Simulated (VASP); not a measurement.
Runs of VASP 6.6.1 on SrO. The structure is that of space group P6_3/mmc (No. 194), or close to it. The cells are those of the table. 

```tsv
cell	gap on the mesh (eV)	pressure (GPa)
a = 3.435, b = 3.435, c = 6.653 Å, angles 90.0, 90.0, 120.0°, 4 atoms	3.04	-3.0
a = 3.376, b = 3.376, c = 6.889 Å, angles 90.0, 90.0, 120.0°, 4 atoms	2.68	(b)
a = 3.613, b = 3.613, c = 6.015 Å, angles 90.0, 90.0, 120.0°, 4 atoms	2.65	-1.4
a = 3.672, b = 3.672, c = 5.823 Å, angles 90.0, 90.0, 120.0°, 4 atoms	2.27	-1.1
a = 3.494, b = 3.494, c = 6.430 Å, angles 90.0, 90.0, 120.0°, 4 atoms	(a)	-2.3
```

Alike in all rows: task single point; level PBEsol; potentials or basis VASP PAW PBE potentials, release 64 (Sr_sv, O); no spin polarisation; k mesh 6 × 6 × 4; cutoff (eV) 520; smearing gaussian 0.02 eV.

Problem. Estimate the missing entries.

Solution. (a) 3.07; (b) -3.6.

Caveats: the PAW data sets were made with another functional, which shifts forces and pressure a little.

A k mesh can miss the band edges, and the runs leave out spin-orbit coupling on Sr.
